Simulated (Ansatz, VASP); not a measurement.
**SiC: VASP beside Ansatz**

```
CELL_PARAMETERS angstrom
3.07844 0.00000 0.00000
-1.53922 2.66601 0.00000
0.00000 0.00000 15.10664
ATOMIC_POSITIONS crystal
Si 0.00000 0.00000 0.99996
Si 0.33333 0.66667 0.16670
Si 0.66667 0.33333 0.33318
Si 0.00000 0.00000 0.49996
Si 0.66667 0.33333 0.66670
Si 0.33333 0.66667 0.83318
C 0.00000 0.00000 0.12532
C 0.33333 0.66667 0.29169
C 0.66667 0.33333 0.45815
C 0.00000 0.00000 0.62532
C 0.66667 0.33333 0.79169
C 0.33333 0.66667 0.95815
```

Alike in both runs: functional r2SCAN; k mesh 12 × 12 × 2; no spin polarisation.

Ansatz relaxed the structure, and its values are those at the end. VASP's run is a single point on that final structure, the one shown.

|  | VASP | Ansatz |
| --- | --- | --- |
| version | VASP 6.6.1 | Ansatz 0.2.0 |
| potentials or method | VASP PAW PBE potentials, release 64 (Si, C), cutoff 520 eV | scalar-relativistic, plane waves, PAW |
| occupations | gaussian, width 0.01 eV | fixed |
| valence electrons in the cell | 48 | 48 |

```csv
,VASP,Ansatz,Ansatz less VASP
gap on the k mesh at the Fermi level (eV),2.40,2.39,-0.011
least direct gap on the mesh (eV),3.56,3.54,-0.012
pressure (GPa),-0.2,0.0,+0.18
```

VASP's potentials were made for PBE, not for r2SCAN.
